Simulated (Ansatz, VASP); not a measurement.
# MgCdSe: VASP beside Ansatz

```
Mg Cd Se
1.0
     5.07623    0.00000    0.00000
    -2.53812    4.39615    0.00000
     0.00000    0.00000    6.14858
Mg Cd Se
2 2 2
Direct
  0.00000 0.00000 0.00000
  0.00000 0.00000 0.50000
  0.66667 0.33333 0.75000
  0.33333 0.66667 0.25000
  0.66667 0.33333 0.25000
  0.33333 0.66667 0.75000
```

Change from the starting cell: species swapped into the TmCuSn type (P6_3/mmc, No. 194).

Alike in both runs: functional PBE; k mesh 12 × 12 × 6; occupations gaussian, width 0.1 eV; no spin polarisation.

Ansatz relaxed the structure, and its values are those at the end. VASP's run is a single point on that final structure, the one shown.

|  | VASP | Ansatz |
| --- | --- | --- |
| version | VASP 6.6.1 | Ansatz 0.2.0 |
| potentials or method | VASP PAW PBE potentials, release 64 (Mg, Cd, Se), cutoff 520 eV | scalar-relativistic, plane waves, PAW |
| valence electrons in the cell | 40 | 92 |

```tsv
	VASP	Ansatz	Ansatz less VASP
gap on the k mesh at the Fermi level (eV)	none	none	-
pressure (GPa)	0.1	0.0	-0.08
```

A gap of «none» marks a metal or a gap that the smearing closes. The functional is the same, so the differences come from potentials, cutoffs and numerics. VASP's potentials hold 40 valence electrons a cell and Ansatz's 92, so a difference there can come from the potentials and not from the codes.
